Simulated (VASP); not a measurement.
Nb: single point with PBEsol

The system is Nb.

```xyz
1
Lattice="-1.5314 1.5314 1.5314 1.5314 -1.5314 1.5314 1.5314 1.5314 -1.5314" Properties=species:S:1:pos:R:3 pbc="T T T"
Nb    0.0000    0.0000    0.0000
```

```
Program                : VASP 6.6.1
Task                   : single point
Functional             : PBEsol
Potentials or basis    : VASP PAW PBE potentials, release 64 (Nb_sv)
Cutoff                 : 520 eV
k mesh                 : 18 × 18 × 18
Occupations            : fermi-dirac, width 0.05 eV
Spin                   : no spin polarisation
Dipole correction      : no
Further INCAR settings : ALGO = Normal; EDIFF = 1e-07; NBANDS = 12
```

```yaml
Pressure: 50.7 GPa
```

Levels at points of the mesh, in eV from the Fermi level:
```csv
k point,band 4,band 5,band 6,band 7,band 8,band 9
"(0.00, 0.00, 0.00)",-28.85,-6.28,0.13,0.13,0.13,3.86
"(0.50, 0.00, 0.00)",-28.90,-4.89,-2.58,3.67,4.10,4.99
"(0.50, 0.50, 0.50)",-30.63,-5.37,-5.37,7.26,7.26,7.26
```

It took 33 s on 1 thread of Intel(R) Xeon(R) Platinum 8488C (Sapphire Rapids), with other jobs on the host, peak memory 0.15 GiB.

Caveat: the PAW data sets were made with another functional, which shifts forces and pressure a little.
